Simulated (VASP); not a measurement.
# Rh (Fm-3m) in VASP: a series of runs

Rh is run at these levels: r2SCAN; tasks: single point.

Everything below comes from runs of VASP 6.6.1. Logs are shortened: lines on timing, memory, paths and dates and some standing lists are left out, and cuts for length are marked.

## Step 1: The cell of the first run

It takes space group Fm-3m (No. 225, cubic). The conventional cell has a = 3.724 Å, b = 3.724 Å, c = 3.724 Å, α = 90.00°, β = 90.00°, γ = 90.00°. Rh (site symmetry m-3m) has 12 Rh at 2.63 Å within 3.5 Å.

## Step 2: Single point, r2SCAN (12.91 Å³/atom)

POSCAR reads:

```
Rh
1.0
    0.0000000000      1.8618673726      1.8618673726
    1.8618673726      0.0000000000      1.8618673726
    1.8618673726      1.8618673726      0.0000000000
Rh
1
Direct
    0.0000000000      0.0000000000      0.0000000000
```

INCAR.step1 reads:

```
ALGO = Normal ; EDIFF = 1E-5
ENCUT = 680 ; GGA = PE
GGA_COMPAT = False ; ISMEAR = -1
LASPH = True ; LCHARG = False
LREAL = False ; LWAVE = True
NBANDS = 14 ; NELM = 120
PREC = Accurate ; SIGMA = 0.1
```

INCAR.step2 reads:

```
ALGO = Normal ; EDIFF = 1E-6
ENCUT = 680 ; GGA_COMPAT = False
ISIF = 2 ; ISMEAR = -1
ISTART = 1 ; LASPH = True
LCHARG = True ; LELF = True
LMIXTAU = True ; LREAL = False
LVHAR = True ; LWAVE = False
METAGGA = R2SCAN ; NBANDS = 14
NELM = 120 ; PREC = Accurate
SIGMA = 0.1
```

KPOINTS reads:

```
k-points
0
Gamma
  17 17 17
```

Potentials or basis: VASP PAW PBE potentials, release 64 (Rh_sv_GW).

Run with:

```console
> cat potpaw_PBE.64/Rh_sv_GW/POTCAR > POTCAR
> cp INCAR.step1 INCAR
> mpirun -np 1 vasp_std > vasp.out
> cp INCAR.step2 INCAR
> mpirun -np 1 vasp_std > vasp.out
```

OUTCAR:

```text
EDIFF = 1E-6
   ENCUT = 680
   ISIF = 2
   ISMEAR = -1
   ISTART = 1
   LASPH = True
   LREAL = False
   METAGGA = R2SCAN
   NELM = 120
   PREC = Accurate

 ion  position               nearest neighbor table
   1  0.000  0.000  0.000-

  LATTYP: Found a face centered cubic cell.
 ALAT       =     3.7237347452

  Lattice vectors:

 A1 = (   0.0000000000,   1.8618673726,   1.8618673726)
 A2 = (   1.8618673726,   0.0000000000,   1.8618673726)
 A3 = (   1.8618673726,   1.8618673726,   0.0000000000)

Analysis of symmetry for initial positions (statically):
=====================================================================
 Subroutine PRICEL returns:
 Original cell was already a primitive cell.

 Routine SETGRP: Setting up the symmetry group for a
 face centered cubic supercell.

 Subroutine GETGRP returns: Found 48 space group operations
 (whereof 48 operations were pure point group operations)
 out of a pool of 48 trial point group operations.

The static configuration has the point symmetry O_h .

Analysis of symmetry for dynamics (positions and initial velocities):
=====================================================================
 Subroutine PRICEL returns:
 Original cell was already a primitive cell.

 Routine SETGRP: Setting up the symmetry group for a
 face centered cubic supercell.

 Subroutine GETGRP returns: Found 48 space group operations
 (whereof 48 operations were pure point group operations)
 out of a pool of 48 trial point group operations.

The dynamic configuration has the point symmetry O_h .

 Subroutine INISYM returns: Found 48 space group operations
 (whereof 48 operations are pure point group operations),
 and found     1 'primitive' translations

----------------------------------------------------------------------------------------

                                     Primitive cell

  volume of cell :      12.9085

  direct lattice vectors                    reciprocal lattice vectors
     0.000000000  1.861867373  1.861867373    -0.268547592  0.268547592  0.268547592
     1.861867373  0.000000000  1.861867373     0.268547592 -0.268547592  0.268547592
     1.861867373  1.861867373  0.000000000     0.268547592  0.268547592 -0.268547592

  length of vectors
     2.633078090  2.633078090  2.633078090     0.465138074  0.465138074  0.465138074

  position of ions in fractional coordinates (direct lattice)
     0.000000000  0.000000000  0.000000000

  ion indices of the primitive-cell ions
   primitive index   ion index
                 1           1

----------------------------------------------------------------------------------------

 KPOINTS: k-points

Automatic generation of k-mesh.
 Grid dimensions read from file:
 generate k-points for:   17   17   17

 Generating k-lattice:

  Cartesian coordinates                     Fractional coordinates (reciprocal lattice)
    -0.015796917  0.015796917  0.015796917     0.058823529  0.000000000  0.000000000
     0.015796917 -0.015796917  0.015796917     0.000000000  0.058823529  0.000000000
     0.015796917  0.015796917 -0.015796917     0.000000000  0.000000000  0.058823529

  Length of vectors
     0.027361063  0.027361063  0.027361063

  Shift w.r.t. Gamma in fractional coordinates (k-lattice)
     0.000000000  0.000000000  0.000000000

 Subroutine IBZKPT returns following result:
 ===========================================

 Found    165 irreducible k-points:

 Following reciprocal coordinates:
            Coordinates               Weight
  0.000000  0.000000  0.000000      1.000000
  0.058824  0.000000  0.000000      8.000000
  0.117647  0.000000  0.000000      8.000000
  0.176471  0.000000  0.000000      8.000000
  0.235294  0.000000  0.000000      8.000000
  0.294118  0.000000  0.000000      8.000000
[... 16 lines left out ...]
 -0.176471  0.058824  0.000000     24.000000
 -0.117647  0.058824  0.000000     24.000000
 [... further k-points ...]
   k-points           NKPTS =    165   k-points in BZ     NKDIM =    165   number of bands    NBANDS=     14
   number of dos      NEDOS =    301   number of ions     NIONS =      1
   total plane-waves  NPLWV =  13824
   dimension x,y,z NGX =    24 NGY =   24 NGZ =   24
   dimension x,y,z NGXF=    48 NGYF=   48 NGZF=   48
   ions per type =               1
   NGX,Y,Z   is equivalent  to a cutoff of  15.15, 15.15, 15.15 a.u.
   NGXF,Y,Z  is equivalent  to a cutoff of  30.31, 30.31, 30.31 a.u.
 SYSTEM =  unknown system
   PREC   = accura    normal or accurate (medium, high low for compatibility)
   ISTART =      1    job   : 0-new  1-cont  2-samecut
   ICHARG =      0    charge: 1-file 2-atom 10-const
   ISPIN  =      1    spin polarized calculation?
   LNONCOLLINEAR =      F non collinear calculations
   LSORBIT =      F    spin-orbit coupling
   LASPH  =      T    aspherical Exc in radial PAW
   ENCUT  =  680.0 eV  49.98 Ry    7.07 a.u.   5.60  5.60  5.60*2*pi/ulx,y,z
   NELM   =    120;   NELMIN=  2; NELMDL=  0     # of ELM steps
   EDIFF  = 0.1E-05   stopping-criterion for ELM
   LREAL  =      F    real-space projection
   EDIFFG = 0.1E-04   stopping-criterion for IOM
   NSW    =      0    number of steps for IOM
   IBRION =     -1    ionic relax: 0-MD 1-quasi-New 2-CG
   NFREE  =      0    steps in history (QN), initial steepest desc. (CG)
   ISIF   =      2    stress and relaxation
   ISYM   =      2    0-nonsym 1-usesym 2-fastsym
   POTIM  = 0.5000    time-step for ionic-motion
   TEBEG  =    0.0;   TEEND  =   0.0 temperature during run
   PSTRESS=    0.0 pullay stress
   NELECT =      17.0000    total number of electrons
   NUPDOWN=      -1.0000    fix difference up-down
   EMIN   =  10.00;   EMAX   =-10.00  energy-range for DOS
   EFERMI =   0.00;   METHOD = LEGACY
   ISMEAR =    -1;   SIGMA  =   0.10  broadening in eV -4-tet -1-fermi 0-gaus
   EFERMI_NEDOS =   21; number of points for ismear=-14 and -15
   IALGO  =     38    algorithm
   IMIX   =      4    mixing-type and parameters
     AMIX     =   0.40;   BMIX     =  1.00
     AMIX_MAG =   1.60;   BMIX_MAG =  1.00
  volume/ion in A,a.u.               =      12.91        87.11
  Fermi-wavevector in a.u.,A,eV,Ry     =   1.794454  3.391027 43.811660  3.220066
  Thomas-Fermi vector in A             =   2.856407
   LORBIT       =      0    0 simple, 1 ext, 2 COOP (PROOUT), +10 PAW based schemes
   METAGGA = R2SCAN    functional components
   LHFCALC =     F    Hartree Fock is set to
   AEXX    =    0.0000 exact exchange contribution
   IVDW    =     0    specifies the selected vdW correction
   LEPSILON=     F    determine dielectric tensor
   LRPA    =     F    only Hartree local field effects (RPA)
 non-spin polarized calculation
  energy-cutoff  :      680.00
  volume of cell :       12.91
 maximum number of plane-waves:       534
   NGX = 11   NGY = 11   NGZ = 11

 number of electron      17.0000002 magnetization

 Free energy of the ion-electron system (eV)
  ---------------------------------------------------
  ext. energy  EPLUGINS =         0.00000000
  ---------------------------------------------------
  free energy    TOTEN  =       -23.25790141 eV

  energy without entropy =      -23.22252292  energy(sigma->0) =      -23.24021216

 E-fermi :  11.8034     XC(G=0): -15.7503

 val. band max:       11.7910072549   @ k =   0.4118   0.2353   0.0588
 cond. band min:      11.8227420904   @ k =   0.4118   0.2941   0.0588
 fundamental gap:      0.0317348354
 Fermi energy:        11.8034121394

 k-point     1 :       0.0000    0.0000    0.0000
  band No.  band energies     occupation
      1     -69.5709      2.00000
      2     -36.1026      2.00000
      3     -36.1026      2.00000
      4     -36.1026      2.00000
      5       3.1801      2.00000
      6       8.3189      2.00000
      7       8.3189      2.00000
      8       8.3189      2.00000
      9      10.6405      1.99998
     10      10.6405      1.99998
     11      28.1835      0.00000
     12      34.1794      0.00000
     13      34.1794      0.00000
     14      34.1794      0.00000

 k-point     2 :       0.0588    0.0000    0.0000
  band No.  band energies     occupation
      1     -69.5655      2.00000
      2     -36.1365      2.00000
      3     -36.1071      2.00000
      4     -36.1071      2.00000
      5       3.3344      2.00000
      6       8.2465      2.00000
      7       8.3809      2.00000
      8       8.3809      2.00000
      9      10.6044      1.99999
     10      10.6044      1.99999
     11      28.4183      0.00000
     12      33.4436      0.00000
     13      34.4125      0.00000
     14      34.4125      0.00000

 k-point     3 :       0.1176    0.0000    0.0000
  band No.  band energies     occupation
      1     -69.5501      2.00000
      2     -36.2331      2.00000
      3     -36.1200      2.00000
      4     -36.1199      2.00000
      5       3.7716      2.00000
      6       8.0726      2.00000
      7       8.5389      2.00000
      8       8.5389      2.00000
      9      10.5314      1.99999
     10      10.5314      1.99999
     11      29.0463      0.00000
     12      31.8972      0.00000
     13      35.0897      0.00000
     14      35.0897      0.00000
[... 324 lines left out ...]
 k-point    23 :      -0.1765    0.0588    0.0000
  band No.  band energies     occupation
      1     -69.5136      2.00000
      2     -36.4418      2.00000
      3     -36.1792      2.00000
      4     -36.1373      2.00000
      5       4.7320      2.00000
      6       7.7952      2.00000
      7       8.7827      2.00000
      8       8.8111      2.00000
      9      10.2357      2.00000
     10      10.9394      1.99965
     11      29.6746      0.00000
     12      30.1691      0.00000
     13      35.4978      0.00000
     14      37.3057      0.00000

 k-point    24 :      -0.1176    0.0588    0.0000
  band No.  band energies     occupation
      1     -69.5387      2.00000
      2     -36.2913      2.00000
      3     -36.1522      2.00000
      4     -36.1193      2.00000
      5       4.0938      2.00000
      6       7.9049      2.00000
      7       8.6491      2.00000
      8       8.6931      2.00000
      9      10.2748      2.00000
     10      10.7296      1.99996
     11      29.4839      0.00000
     12      31.2996      0.00000
     13      34.7174      0.00000
     14      35.9990      0.00000

 [... further k-points ...]

------------------------ aborting loop because EDIFF is reached ----------------------------------------

  FORCE on cell =-STRESS in cart. coord.  units (eV):
  Direction    XX          YY          ZZ          XY          YZ          ZX
  --------------------------------------------------------------------------------------
  -------------------------------------------------------------------------------------
  Total        1.6526856      1.6526856      1.6526856      0.0000000     -0.0000000      0.0000000
  in kB      205.1278390    205.1278390    205.1278390      0.0000000     -0.0000000      0.0000000
  external PRESSURE =     205.1278390 kB  Pullay stress =       0.0000000 kB

 VOLUME and BASIS-vectors are now :
 -----------------------------------------------------------------------------
  energy-cutoff  :      680.00
  volume of cell :       12.91
      direct lattice vectors                 reciprocal lattice vectors
     0.000000000  1.861867373  1.861867373    -0.268547592  0.268547592  0.268547592
     1.861867373  0.000000000  1.861867373     0.268547592 -0.268547592  0.268547592
     1.861867373  1.861867373  0.000000000     0.268547592  0.268547592 -0.268547592

 POSITION                                       TOTAL-FORCE (eV/Angst)
 -----------------------------------------------------------------------------------
      0.00000      0.00000      0.00000         0.000000     -0.000000     -0.000000
 -----------------------------------------------------------------------------------
    total drift:                               -0.000000     -0.000000     -0.000000

  FREE ENERGIE OF THE ION-ELECTRON SYSTEM (eV)
  ---------------------------------------------------
  free  energy   TOTEN  =       -23.2579014120 eV

  energy  without entropy=      -23.2225229172  energy(sigma->0) =      -23.24021216
```

It took 72 s on 1 thread of AMD EPYC 9R45 (Zen 5), shared host; peak memory 0.16 GiB.

Results:

```
Free energy            : -23.2579 eV
Pressure               : 20.5 GPa
Band gap on the k mesh : zero (an odd number of electrons rules out a gap without spin polarisation)
```

Caveat: the cell stands under pressure; the PAW data sets were made with another functional, which shifts forces and pressure a little.

## Step 3: Single point, r2SCAN

This run uses another cell than the first one, of 13.73 Å³/atom.

POSCAR reads:

```
Rh
1.0
    0.0000000000      1.9006673901      1.9006673901
    1.9006673901      0.0000000000      1.9006673901
    1.9006673901      1.9006673901      0.0000000000
Rh
1
Direct
    0.0000000000      0.0000000000      0.0000000000
```

INCAR.step1 reads:

```
ALGO = Normal
EDIFF = 1E-5
ENCUT = 680
GGA = PE
GGA_COMPAT = False
ISMEAR = -1
LASPH = True
LCHARG = False
LREAL = False
LWAVE = True
NBANDS = 14
NELM = 120
PREC = Accurate
SIGMA = 0.1
```

INCAR.step2 reads:

```
ALGO = Normal
EDIFF = 1E-6
ENCUT = 680
GGA_COMPAT = False
ISIF = 2
ISMEAR = -1
ISTART = 1
LASPH = True
LCHARG = True
LELF = True
LMIXTAU = True
LREAL = False
LVHAR = True
LWAVE = False
METAGGA = R2SCAN
NBANDS = 14
NELM = 120
PREC = Accurate
SIGMA = 0.1
```

KPOINTS is that of step 2.

Potentials or basis: VASP PAW PBE potentials, release 64 (Rh_sv_GW).

Run with:

```console
> cat potpaw_PBE.64/Rh_sv_GW/POTCAR > POTCAR
> cp INCAR.step1 INCAR
> mpirun -np 1 vasp_std > vasp.out
> cp INCAR.step2 INCAR
> mpirun -np 1 vasp_std > vasp.out
```

It took 2.9 min on 1 thread of Intel Xeon Platinum 8175M at 2.50GHz (Skylake/Cascade Lake), shared host; peak memory 0.2 GiB.

The run converged. Its results:

```yaml
Free_energy: -23.3075 eV
Pressure: 0.1 GPa
Band_gap_on_the_k_mesh: zero (an odd number of electrons rules out a gap without spin polarisation)
```

Levels at points of the mesh, in eV from the Fermi level:
```csv
k point,band 5,band 6,band 7,band 8,band 9,band 10,band 11,band 12
"(0.00, 0.00, 0.00)",-8.15,-3.16,-3.16,-3.16,-1.06,-1.06,16.47,22.13
```

Caveat: the PAW data sets were made with another functional, which shifts forces and pressure a little.

The gap in the log of VASP goes by the Fermi energy; the results here count the filled bands.